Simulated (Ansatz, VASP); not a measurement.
# Two plane-wave programs on C

```
CELL_PARAMETERS angstrom
1.78280 1.78280 0.00000
-1.78280 1.78280 0.00000
0.00000 1.78280 1.78280
ATOMIC_POSITIONS crystal
C 0.50000 0.50000 0.00000
C 0.75000 0.25000 0.50000
```

Alike in both runs: task single point; functional r2SCAN; k mesh 12 × 12 × 12; no spin polarisation.

```csv
,VASP,Ansatz
version,VASP 6.6.1,Ansatz 0.2.0
potentials or method,"VASP PAW PBE potentials, release 64 (C)","PAW with Ansatz's default frozen-core files, scalar-relativistic"
plane-wave cutoff (eV),520,500
occupations,"gaussian, width 0.01 eV",fixed
valence electrons in the cell,8,8
```

|  | VASP | Ansatz | Ansatz less VASP |
| --- | --- | --- | --- |
| gap on the k mesh at the Fermi level (eV) | 4.34 | 4.37 | +0.030 |
| pressure (GPa) | -0.9 | -2.0 | -1.10 |

VASP's potentials were made for PBE, not for r2SCAN.
